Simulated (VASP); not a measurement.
Ca:

```
CELL_PARAMETERS angstrom
3.98000 0.00000 0.00000
-1.99000 3.44678 0.00000
0.00000 0.00000 6.52000
ATOMIC_POSITIONS crystal
Ca 0.66667 0.33333 0.75000
Ca 0.33333 0.66667 0.25000
```

Base run:

```yaml
Program: VASP 6.6.1
Functional: RPBE
Potentials_or_basis: VASP PAW PBE potentials, release 64 (Ca_sv)
Cutoff: 520 eV
k_mesh: 8 × 8 × 4
Occupations: fermi-dirac, width 0.05 eV
Spin: no spin polarisation
```

Its results: band gap on the k mesh zero (band 10 reaches 2.17 eV, above the bottom of band 11 at 1.60 eV); pressure 0.0 GPa.

Task: The run is repeated on the same cell with these changes: functional from RPBE to BLYP. What comes out?

Result: Band gap on the k mesh zero (band 10 reaches 2.45 eV, above the bottom of band 11 at 2.06 eV); pressure -0.6 GPa.

Caveats: the PAW data sets were made with another functional, which shifts forces and pressure a little.
